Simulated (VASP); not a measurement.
Input of a VASP 6.6.1 run:

The input INCAR:

```
  PREC = Accurate
  ENCUT = 600
  EDIFF = 1E-6
  ISMEAR = 0
  SIGMA = 0.1
  LREAL = False
  LASPH = True
  NELM = 60
  ALGO = Normal
  ISIF = 3
  LWAVE = False
  LCHARG = False
  GGA = PE
  IBRION = 2
  NSW = 80
  EDIFFG = -0.025
```

File KPOINTS:

```
regular mesh
0
Gamma
  4 3 3
```

File POSCAR:

```
CaO
1.0
   -0.0353781622      0.0138101456      2.9497640761
    6.7457600447     -0.0372795389     -0.0778763213
   -3.4051650501      5.5422741063      0.0652650197
Ca O
4 4
Direct
    0.5223239675      0.1563090412      0.3122499876
    0.5293766202      0.1594825194      0.8636643984
    0.4294775213      0.6481703622      0.3479982571
    0.5413903461      0.6813562967      0.8081948988
    0.0062172041      0.3556650732      0.1921789762
   -0.0416560082      0.3217791587      0.6518287585
    0.0505670597      0.8464630425      0.1498433626
   -0.0376967105      0.8307745062      0.6740413609
```

Potentials or basis: VASP PAW PBE potentials, release 64 (Ca_sv, O).

Launch:

```console
$ cat potpaw_PBE.64/Ca_sv/POTCAR potpaw_PBE.64/O/POTCAR > POTCAR
$ mpirun -np 1 vasp_std > vasp.out
```

Question: Predict the relaxed cell.

Answer: a = 3.005 Å, b = 6.610 Å, c = 6.614 Å, α = 120.06°, β = 89.90°, γ = 90.35°.

Question: Estimate the band gap on the k mesh.

Answer: 3.31 eV, direct.

Question: Estimate the relaxed volume.

Answer: 14.21 Å³/atom.

Question: Estimate the space group after relaxing (to 0.05 Å).

Answer: Pmn2_1 (No. 31).

Final structure:
```
Ca O
1.0
    -0.00982   -0.00206    3.00451
     6.60948   -0.00507   -0.01929
    -3.30852    5.72674    0.00466
Ca O
4 4
Cartesian
  -0.0062 1.9059 1.5158
  -1.6581 4.7686 1.4946
  3.2996 1.9053 1.4645
  1.6448 4.7690 1.5134
  1.6398 0.9477 2.9927
  -0.0010 3.8158 0.0098
  4.9426 0.9507 2.9856
  3.2933 3.8134 2.9875
```

Caveat: the k points lie up to 0.52 Å⁻¹ apart in the final cell. A k mesh can miss the band edges.
